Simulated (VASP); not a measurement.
Set up this calculation in VASP 6.6.1, as the native input.

* Task: relaxation of cell and atoms
* Functional: PBE
* Potentials or basis: VASP PAW PBE potentials, release 64 (Hf_pv)
* Cutoff: 600 eV
* k mesh: 9 × 9 × 9
* Occupations: fermi-dirac, width 0.05 eV
* Spin: no spin polarisation
* Dipole correction: no
* Further INCAR settings: ALGO = Normal; EDIFF = 1e-06; IBRION = 2; EDIFFG = -0.01; NSW = 60; ISIF = 3

The structure of Hf lies in POSCAR:

```
Hf
1.0
    2.9138100000      0.0000000000      0.0000000000
    0.0000000000      2.9138100000      0.0000000000
    0.0000000000      0.0000000000      2.9138100000
Hf
1
Direct
    0.5000000000      0.5000000000      0.5000000000
```

The input as run:

INCAR

```
  ALGO = Normal
  EDIFF = 1E-6
  EDIFFG = -0.01
  ENCUT = 600
  GGA = PE
  IBRION = 2
  ISIF = 3
  ISMEAR = -1
  LASPH = True
  LCHARG = False
  LREAL = False
  LWAVE = False
  NELM = 60
  NSW = 60
  PREC = Accurate
  SIGMA = 0.05
```

KPOINTS

```
k-points
0
Gamma
  9 9 9
```

Potentials or basis: VASP PAW PBE potentials, release 64 (Hf_pv).

Command:

```sh
$ cat potpaw_PBE.64/Hf_pv/POTCAR > POTCAR
$ mpirun -np 1 vasp_std > vasp.out
```

Results of the run:

```json
{"Relaxed volume": "24.69 Å³/atom", "Relaxed cell": "a = 2.912 Å, b = 2.912 Å, c = 2.912 Å, α = 90.00°, β = 90.00°, γ = 90.00°", "Space group after relaxing (to 0.05 Å)": "Pm-3m (No. 221)", "Energy gained by relaxing": "0.0 meV/atom", "Ionic steps": "3", "Pressure after relaxing": "0.0 GPa", "Band gap on the k mesh": "zero (band 5 reaches 4.50 eV, above the bottom of band 6 at 2.43 eV)"}
```

Caveat: spin-orbit coupling is left out, which moves the levels of the heavy elements.

It took 7.7 s on 1 thread of Intel(R) Xeon(R) Platinum 8375C CPU @ 2.90GHz (Ice Lake) (shared host), peak memory 0.14 GiB.
